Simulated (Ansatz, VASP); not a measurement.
**WF3 in VASP and in Ansatz**

```
W F
1.0
     4.15247    0.00000    0.00000
     0.00000    4.15247    0.00000
     0.00000    0.00000    4.15247
W F
1 3
Direct
  0.50000 0.50000 0.50000
  0.50000 0.50000 0.00000
  0.50000 0.00000 0.50000
  0.00000 0.50000 0.50000
```

Alike in both runs: functional PBE; k mesh 8 × 8 × 8; occupations gaussian, width 0.01 eV; collinear spin.

Ansatz relaxed the structure, and its values are those at the end. VASP's run is a single point on that final structure, the one shown.

|  | VASP | Ansatz |
| --- | --- | --- |
| version | VASP 6.6.1 | Ansatz 0.2.0 |
| potentials or method | VASP PAW PBE potentials, release 64 (W_sv, F), cutoff 520 eV | scalar-relativistic, plane waves, PAW |
| valence electrons in the cell | 35 | 35 |

Ansatz gave:

* gap on the k mesh at the Fermi level (eV): 0.24
* least direct gap on the mesh (eV): 1.11
* pressure (GPa): 0.0
* net moment per atom (μB): 0.75
* size of the moment on the site where the two differ most (μB): 1.49

Problem. What did VASP give for the same quantities?

Solution. gap on the k mesh at the Fermi level (eV): 0.23; least direct gap on the mesh (eV): 1.10; pressure (GPa): 0.7; net moment per atom (μB): 0.75; size of the moment on the site where the two differ most (μB): 2.40.

Site moments also hang on the region over which each program counts them.

Neither program's run includes spin-orbit coupling.
